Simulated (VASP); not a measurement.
The system is Ga2SeS3.

```
Ga Se S
1.0
     3.65000    0.00000    0.00000
    -1.82500    3.16099    0.00000
     0.00000    0.00000   11.20000
Ga Se S
2 1 3
Direct
  0.66667 0.33333 0.44600
  0.33333 0.66667 0.11600
  0.33333 0.66667 0.76000
  0.00000 0.00000 0.52200
  0.66667 0.33333 0.24100
  0.00000 0.00000 0.00000
```

| Quantity | Value |
| --- | --- |
| Program | VASP 6.6.1 |
| Task | relaxation of cell and atoms |
| Functional | PBE |
| Potentials or basis | VASP PAW PBE potentials, release 64 (Ga_d, Se, S) |
| Cutoff | 500 eV |
| k mesh | 4 × 4 × 1 |
| Occupations | gaussian, width 0.15 eV |
| Spin | no spin polarisation |

At the start: pressure -0.6 GPa; volume 21.54 Å³/atom.

Q: How do energy, volume and symmetry change on relaxing?

A: Over 17 steps the energy falls by 38.3 meV/atom and the volume is 21.74 Å³/atom (+0.9 %); space group P3m1 (No. 156, to 0.1 Å) before and after.

The path:
```
step  energy change (eV)  largest force (eV/Å)  pressure (GPa)  volume (Å³)
   1              0.0000                1.2175           -0.57       129.22
   2             -0.1522                0.4850           -0.11       127.78
   3             -0.1865                0.5512            0.35       126.78
   4             -0.2100                0.1857           -0.14       127.23
   5             -0.2129                0.1301           -0.05       127.12
   6             -0.2147                0.1001            0.02       127.01
   7             -0.2159                0.1012            0.10       126.84
   8             -0.2176                0.0940            0.09       127.01
   9             -0.2209                0.1142            0.06       127.51
  10             -0.2200                0.3940            0.07       128.54
  11             -0.2217                0.2285            0.06       127.94
  12             -0.2224                0.2134            0.04       128.02
  13             -0.2240                0.1678            0.04       128.26
  14             -0.2265                0.0956            0.02       128.75
  15             -0.2284                0.1167            0.01       129.72
  16             -0.2289                0.0949           -0.03       129.89
  17             -0.2300                0.0306           -0.13       130.42
```

Final structure:
```xyz
6
Lattice="3.5751 0.0000 0.0000 -1.7875 3.0961 0.0000 0.0000 0.0000 11.7830" Properties=species:S:1:pos:R:3 pbc="T T T"
Ga    1.7875    1.0320    5.0614
Ga    0.0000    2.0641    1.3031
Se    0.0000    2.0641    9.1698
S    -1.7875    3.0961    6.1221
S     1.7875    1.0320    2.8127
S     0.0000    0.0000    0.0983
```

Caveat: the k points lie up to 0.53 Å⁻¹ apart in the final cell, too coarse for converged energies and pressures of a metal; this functional lacks dispersion, which binds the layers, so the pressure and a relaxed spacing across them are unreliable.
